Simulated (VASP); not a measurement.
Here is a VASP 6.6.1 calculation.

Contents of INCAR:

```
  ALGO = Normal
  DIPOL = 0.5 0.5 0.340
  EDIFF = 1E-7
  ENCUT = 520
  GGA = PE
  IDIPOL = 3
  ISIF = 2
  ISMEAR = 0
  LASPH = T
  LCHARG = F
  LDIPOL = T
  LREAL = F
  LWAVE = F
  NBANDS = 30
  NELM = 80
  PREC = Accurate
  SIGMA = 0.1
```

KPOINTS

```
k-points
0
Gamma
  9 9 1
```

POSCAR

```
Nb3N
1.0
    2.9829001615      0.0000000000      0.0000000000
    0.0000000000      2.9829001615      0.0000000000
    0.0000000000      0.0000000000     19.7446861459
Nb N
3 1
Direct
    0.5000000000      0.5000000000      0.2025861526
    0.0000000000      0.0000000000      0.3100743693
    0.5000000000      0.5000000000      0.4175648114
    1.0000000000      1.0000000000      0.4311354656
```

Potentials or basis: VASP PAW PBE potentials, release 64 (Nb_sv, N).

Command:

```console
$ cat potpaw_PBE.64/Nb_sv/POTCAR potpaw_PBE.64/N/POTCAR > POTCAR
$ mpirun -np 1 vasp_std > vasp.out
```

(1) What does it give for the band gap on the k mesh?

(2) What does it give for the largest force?

Answers

(1) zero (bands 22 and 23 overlap by 0.31 eV).

(2) 0.417 eV/Å.
